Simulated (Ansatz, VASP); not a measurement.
Te: VASP beside Ansatz

INCAR

```
PREC     = Accurate       # precision mode
ENCUT    = 520            # plane-wave cutoff, eV
EDIFF    = 1E-6           # SCF threshold, eV
ISMEAR   = 0              # smearing method
SIGMA    = 0.15           # smearing width, eV
LREAL    = False          # projectors in reciprocal space
LASPH    = True           # aspherical terms in the spheres
NELM     = 80             # most SCF steps
ALGO     = Normal         # electronic algorithm
ISIF     = 2              # what is computed and relaxed
LWAVE    = False          # write WAVECAR
LCHARG   = False          # write CHGCAR
GGA      = PS             # functional
NBANDS   = 9              # bands
```

File KPOINTS:

```
regular mesh
0
Gamma
  15 15 15
```

POSCAR

```
Te
1.0
    2.2085062563      1.2750816816      1.6976051424
   -2.2085062563      1.2750816816      1.6976051424
    0.0000000000     -2.5501633632      1.6976051424
Te
1
Direct
    0.5000000000      0.5000000000      0.5000000000
```

Input for Ansatz:

```yaml
crystal:
  lattice:
    - [2.2085062563, 1.2750816816, 1.6976051424]
    - [-2.2085062563, 1.2750816816, 1.6976051424]
    - [0.0, -2.5501633632, 1.6976051424]
  atoms:
    - { symbol: Te, position: [0.5, 0.5, 0.5] }
basis:
  ecutwfc: 420
kpoints:
  mp_grid: { grid: [15, 15, 15] }
hamiltonian:
  xc: pbesol
  pseudopotentials: { kind: paw }
scf:
  occupations: { method: gaussian, width: 0.15 }
output:
  forces: true
  stress: true
  eigenvalues: true
```

Alike in both runs: task single point; functional PBEsol; k mesh 15 × 15 × 15; occupations gaussian, width 0.15 eV; no spin polarisation.

|  | VASP | Ansatz |
| --- | --- | --- |
| version | VASP 6.6.1 | Ansatz 0.2.0 |
| potentials or method | VASP PAW PBE potentials, release 64 (Te), cutoff 520 eV | scalar-relativistic, plane waves, PAW |
| valence electrons in the cell | 6 | 16 |

```csv
,VASP,Ansatz,Ansatz less VASP
gap on the k mesh at the Fermi level (eV),none,none,-
pressure (GPa),5.9,5.8,-0.11
"traceless stress, the component that is largest in VASP (GPa)",-0.41,-0.39,+0.015
```

VASP's potentials were made for PBE, not for PBEsol. A gap of «none» marks a metal or a gap that the smearing closes. With one functional, cell and mesh, what is left measures potentials, basis and numerics. VASP's potentials hold 6 valence electrons a cell and Ansatz's 16, so a difference there can come from the potentials and not from the codes.

Neither program's run includes spin-orbit coupling.
